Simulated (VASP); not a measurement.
# Sc (P6_3/mmc) in VASP: notebook, part 2 of 2

VASP 6.6.1. Earlier steps stand in the parts before.

## Step 3: Single point, PBE (strain +0.030 along x and y, -0.030 along z)

Input file INCAR:

```
SYSTEM = Sc
  PREC = Accurate
  ENCUT = 520
  EDIFF = 1E-6
  ISMEAR = 0
  SIGMA = 0.15
  LREAL = .False.
  LASPH = .True.
  NELM = 60
  ALGO = Fast
  ISIF = 2
  LWAVE = .False.
  LCHARG = .False.
  GGA = PE
  NBANDS = 18
```

Input file KPOINTS:

```
Automatic mesh
0
Gamma
  18 18 10
  0 0 0
```

Input file POSCAR:

```
Sc
1.0
    3.4080618342      0.0000000000      0.0000000000
   -1.7040309171      2.9514681261      0.0000000000
    0.0000000000      0.0000000000      5.1099600000
Sc
2
Direct
    0.3333333333      0.6666666667      0.2500000000
    0.6666666667      0.3333333333      0.7500000000
```

Potentials or basis: VASP PAW PBE potentials, release 64 (Sc_sv).

On the command line:

```
$ cat potpaw_PBE.64/Sc_sv/POTCAR > POTCAR
$ mpirun -np 1 vasp_std > vasp.out
```

OUTCAR:

```text
SYSTEM = Sc
   PREC = Accurate
   ENCUT = 520
   EDIFF = 1E-6
   ISMEAR = 0
   LREAL = .False.
   LASPH = .True.
   NELM = 60
   ISIF = 2
   GGA = PE

 ion  position               nearest neighbor table
   1  0.333  0.667  0.250-   2 3.22   2 3.22   2 3.22   2 3.22   2 3.22   2 3.22
   2  0.667  0.333  0.750-   1 3.22   1 3.22   1 3.22   1 3.22   1 3.22   1 3.22

  LATTYP: Found a hexagonal cell.
 ALAT       =     3.4080618342
 C/A-ratio  =     1.4993742040

  Lattice vectors:

 A1 = (   3.4080618342,   0.0000000000,   0.0000000000)
 A2 = (  -1.7040309171,   2.9514681261,   0.0000000000)
 A3 = (   0.0000000000,   0.0000000000,   5.1099600000)

Analysis of symmetry for initial positions (statically):
=====================================================================
 Subroutine PRICEL returns:
 Original cell was already a primitive cell.

 Routine SETGRP: Setting up the symmetry group for a
 hexagonal supercell.

 Subroutine GETGRP returns: Found 24 space group operations
 (whereof 12 operations were pure point group operations)
 out of a pool of 24 trial point group operations.

The static configuration has the point symmetry D_3d.
 The point group associated with its full space group is D_6h.

Analysis of symmetry for dynamics (positions and initial velocities):
=====================================================================
 Subroutine PRICEL returns:
 Original cell was already a primitive cell.

 Routine SETGRP: Setting up the symmetry group for a
 hexagonal supercell.

 Subroutine GETGRP returns: Found 24 space group operations
 (whereof 12 operations were pure point group operations)
 out of a pool of 24 trial point group operations.

The dynamic configuration has the point symmetry D_3d.
 The point group associated with its full space group is D_6h.

 Subroutine INISYM returns: Found 24 space group operations
 (whereof 12 operations are pure point group operations),
 and found     1 'primitive' translations

----------------------------------------------------------------------------------------

                                     Primitive cell

  volume of cell :      51.4000

  direct lattice vectors                    reciprocal lattice vectors
     3.408061834  0.000000000  0.000000000     0.293421906  0.169407217  0.000000000
    -1.704030917  2.951468126  0.000000000     0.000000000  0.338814433  0.000000000
     0.000000000  0.000000000  5.109960000     0.000000000  0.000000000  0.195696248

  length of vectors
     3.408061834  3.408061834  5.109960000     0.338814433  0.338814433  0.195696248

  position of ions in fractional coordinates (direct lattice)
     0.333333333  0.666666667  0.250000000
     0.666666667  0.333333333  0.750000000

  ion indices of the primitive-cell ions
   primitive index   ion index
                 1           1
                 2           2

----------------------------------------------------------------------------------------

 KPOINTS: Automatic mesh

Automatic generation of k-mesh.
 Grid dimensions read from file:
 generate k-points for:   18   18   10

 Generating k-lattice:

  Cartesian coordinates                     Fractional coordinates (reciprocal lattice)
     0.016301217  0.009411512  0.000000000     0.055555556  0.000000000  0.000000000
     0.000000000  0.018823024  0.000000000     0.000000000  0.055555556  0.000000000
     0.000000000  0.000000000  0.019569625     0.000000000  0.000000000  0.100000000

  Length of vectors
     0.018823024  0.018823024  0.019569625

  Shift w.r.t. Gamma in fractional coordinates (k-lattice)
     0.000000000  0.000000000  0.000000000

 Subroutine IBZKPT returns following result:
 ===========================================

 Found    222 irreducible k-points:

 Following reciprocal coordinates:
            Coordinates               Weight
  0.000000  0.000000  0.000000      1.000000
  0.055556 -0.000000  0.000000      6.000000
  0.111111 -0.000000  0.000000      6.000000
  0.166667  0.000000  0.000000      6.000000
  0.222222  0.000000  0.000000      6.000000
  0.277778  0.000000  0.000000      6.000000
[... 16 lines left out ...]
  0.333333  0.111111  0.000000     12.000000
  0.388889  0.111111  0.000000     12.000000
 [... further k-points ...]
   k-points           NKPTS =    222   k-points in BZ     NKDIM =    222   number of bands    NBANDS=     18
   number of dos      NEDOS =    301   number of ions     NIONS =      2
   total plane-waves  NPLWV =  31360
   dimension x,y,z NGX =    28 NGY =   28 NGZ =   40
   dimension x,y,z NGXF=    56 NGYF=   56 NGZF=   80
   ions per type =               2
   NGX,Y,Z   is equivalent  to a cutoff of  13.66, 13.66, 13.01 a.u.
   NGXF,Y,Z  is equivalent  to a cutoff of  27.32, 27.32, 26.03 a.u.
 SYSTEM =  Sc
   PREC   = accura    normal or accurate (medium, high low for compatibility)
   ISTART =      0    job   : 0-new  1-cont  2-samecut
   ICHARG =      2    charge: 1-file 2-atom 10-const
   ISPIN  =      1    spin polarized calculation?
   LNONCOLLINEAR =      F non collinear calculations
   LSORBIT =      F    spin-orbit coupling
   LASPH  =      T    aspherical Exc in radial PAW
   ENCUT  =  520.0 eV  38.22 Ry    6.18 a.u.   6.34  6.34  9.50*2*pi/ulx,y,z
   NELM   =     60;   NELMIN=  2; NELMDL= -5     # of ELM steps
   EDIFF  = 0.1E-05   stopping-criterion for ELM
   LREAL  =      F    real-space projection
   EDIFFG = 0.1E-04   stopping-criterion for IOM
   NSW    =      0    number of steps for IOM
   IBRION =     -1    ionic relax: 0-MD 1-quasi-New 2-CG
   NFREE  =      0    steps in history (QN), initial steepest desc. (CG)
   ISIF   =      2    stress and relaxation
   ISYM   =      2    0-nonsym 1-usesym 2-fastsym
   POTIM  = 0.5000    time-step for ionic-motion
   TEBEG  =    0.0;   TEEND  =   0.0 temperature during run
   PSTRESS=    0.0 pullay stress
   NELECT =      22.0000    total number of electrons
   NUPDOWN=      -1.0000    fix difference up-down
   EMIN   =  10.00;   EMAX   =-10.00  energy-range for DOS
   EFERMI =   0.00;   METHOD = LEGACY
   ISMEAR =     0;   SIGMA  =   0.15  broadening in eV -4-tet -1-fermi 0-gaus
   EFERMI_NEDOS =   21; number of points for ismear=-14 and -15
   IALGO  =     68    algorithm
   IMIX   =      4    mixing-type and parameters
     AMIX     =   0.40;   BMIX     =  1.00
     AMIX_MAG =   1.60;   BMIX_MAG =  1.00
  volume/ion in A,a.u.               =      25.70       173.43
  Fermi-wavevector in a.u.,A,eV,Ry     =   1.233752  2.331454 20.710042  1.522145
  Thomas-Fermi vector in A             =   2.368470
   LORBIT       =      0    0 simple, 1 ext, 2 COOP (PROOUT), +10 PAW based schemes
   GGA     = PE    functional components
   LHFCALC =     F    Hartree Fock is set to
   AEXX    =    0.0000 exact exchange contribution
   IVDW    =     0    specifies the selected vdW correction
   LEPSILON=     F    determine dielectric tensor
   LRPA    =     F    only Hartree local field effects (RPA)
 non-spin polarized calculation
 RMM-DIIS sequential band-by-band and
 Gauss-broadening in eV      SIGMA  =   0.15
  energy-cutoff  :      520.00
  volume of cell :       51.40
 maximum number of plane-waves:      1404
 NGX is ok and might be reduce to    28
   NGX = 13   NGY = 13   NGZ = 19

 number of electron      22.0000002 magnetization

 Free energy of the ion-electron system (eV)
  ---------------------------------------------------
  ext. energy  EPLUGINS =         0.00000000
  ---------------------------------------------------
  free energy    TOTEN  =       -12.49694489 eV

  energy without entropy =      -12.45054729  energy(sigma->0) =      -12.47374609

 E-fermi :   3.4252     XC(G=0):  -9.7088

 val. band max:        3.4240194841   @ k =   0.3889  -0.0000   0.4000
 cond. band min:       3.4296424590   @ k =   0.3333   0.0556   0.2000
 fundamental gap:      0.0056229749
 Fermi energy:         3.4251734216

 k-point     1 :       0.0000    0.0000    0.0000
  band No.  band energies     occupation
      1     -46.0923      2.00000
      2     -46.0241      2.00000
      3     -24.9033      2.00000
      4     -24.6084      2.00000
      5     -24.6084      2.00000
      6     -24.5376      2.00000
[... 10 lines left out ...]
     17       5.5116      0.00000
     18       5.5118      0.00000
[... 463 lines left out ...]
 k-point    24 :       0.3889    0.1111    0.0000
  band No.  band energies     occupation
      1     -46.0468      2.00000
      2     -46.0243      2.00000
      3     -24.7943      2.00000
      4     -24.7404      2.00000
      5     -24.7232      2.00000
      6     -24.6827      2.00000
[... 10 lines left out ...]
     17       7.1075      0.00000
     18       7.3302      0.00000

 [... further k-points ...]

------------------------ aborting loop because EDIFF is reached ----------------------------------------

  FORCE on cell =-STRESS in cart. coord.  units (eV):
  Direction    XX          YY          ZZ          XY          YZ          ZX
  --------------------------------------------------------------------------------------
  -------------------------------------------------------------------------------------
  Total       -0.9586206     -0.9586206     -0.0745525      0.0000000      0.0000000      0.0000000
  in kB      -29.8809404    -29.8809404     -2.3238590      0.0000000      0.0000000      0.0000000
  external PRESSURE =     -20.6952466 kB  Pullay stress =       0.0000000 kB

 VOLUME and BASIS-vectors are now :
 -----------------------------------------------------------------------------
  energy-cutoff  :      520.00
  volume of cell :       51.40
      direct lattice vectors                 reciprocal lattice vectors
     3.408061834  0.000000000  0.000000000     0.293421906  0.169407217  0.000000000
    -1.704030917  2.951468126  0.000000000     0.000000000  0.338814433  0.000000000
     0.000000000  0.000000000  5.109960000     0.000000000  0.000000000  0.195696248

 POSITION                                       TOTAL-FORCE (eV/Angst)
 -----------------------------------------------------------------------------------
     -0.00000      1.96765      1.27749         0.000000     -0.000000      0.000000
      1.70403      0.98382      3.83247        -0.000000      0.000000     -0.000000
 -----------------------------------------------------------------------------------
    total drift:                               -0.000000      0.000000     -0.000000

  FREE ENERGIE OF THE ION-ELECTRON SYSTEM (eV)
  ---------------------------------------------------
  free  energy   TOTEN  =       -12.4969448871 eV

  energy  without entropy=      -12.4505472939  energy(sigma->0) =      -12.47374609
```

OSZICAR:

```text
N       E                     dE             d eps       ncg     rms          rms(c)
DAV:   1     0.361126762917E+03    0.36113E+03   -0.10935E+04  8008   0.128E+03
DAV:   2     0.638396012213E+01   -0.35474E+03   -0.34768E+03  9792   0.536E+02
DAV:   3    -0.135329323050E+02   -0.19917E+02   -0.19081E+02 13154   0.154E+02
DAV:   4    -0.139482801813E+02   -0.41535E+00   -0.41340E+00 12160   0.206E+01
DAV:   5    -0.139528476260E+02   -0.45674E-02   -0.45652E-02 13596   0.232E+00    0.737E+00
RMM:   6    -0.125765822092E+02    0.13763E+01   -0.19309E+00  8283   0.177E+01    0.258E+00
RMM:   7    -0.125179588674E+02    0.58623E-01   -0.36714E+00 10559   0.138E+01    0.151E+00
RMM:   8    -0.124859832391E+02    0.31976E-01   -0.23407E-01  8665   0.570E+00    0.533E-01
RMM:   9    -0.124944141692E+02   -0.84309E-02   -0.13662E-01 11463   0.215E+00    0.129E-01
RMM:  10    -0.124962630731E+02   -0.18489E-02   -0.24243E-02 11891   0.823E-01    0.648E-02
RMM:  11    -0.124967166990E+02   -0.45363E-03   -0.61205E-03 12386   0.458E-01    0.265E-02
RMM:  12    -0.124968850390E+02   -0.16834E-03   -0.16800E-03 13032   0.204E-01    0.890E-03
RMM:  13    -0.124969420756E+02   -0.57037E-04   -0.48961E-04 11728   0.105E-01    0.111E-02
RMM:  14    -0.124969423877E+02   -0.31217E-06   -0.98912E-05 10884   0.566E-02    0.497E-03
RMM:  15    -0.124969444004E+02   -0.20126E-05   -0.32022E-05 10914   0.350E-02    0.189E-03
RMM:  16    -0.124969448871E+02   -0.48673E-06   -0.87877E-06  9576   0.195E-02
   1 F= -.12496945E+02 E0= -.12473746E+02  d E =-.463976E-01
```

Run time: 1.8 min. Hardware: 1 thread of Intel Xeon 6975P-C (Granite Rapids), shared host; peak memory 0.29 GiB.

Results:

```yaml
Free_energy: -12.4969 eV
Pressure: -2.1 GPa
Band_gap_on_the_k_mesh: zero (bands 11 and 12 overlap by 1.58 eV)
```

Stress tensor (GPa, compression positive):
```
-2.99  0.00  0.00
 0.00 -2.99  0.00
 0.00  0.00 -0.23
```

Levels at points of the mesh, in eV from the Fermi level:
```tsv
k point	band 9	band 10	band 11	band 12	band 13	band 14
(0.00, 0.00, 0.00)	-5.03	-1.50	0.81	1.51	1.51	1.98
(0.50, 0.00, 0.00)	-1.65	-1.03	-0.56	-0.44	1.18	1.36
(0.00, 0.00, 0.50)	-3.46	-3.46	1.09	1.09	1.38	1.38
(0.50, 0.00, 0.50)	-1.40	-1.40	0.09	0.09	1.24	1.24
```

Caveat: the cell differs from its parent crystal (strain +0.030 along x and y, -0.030 along z).
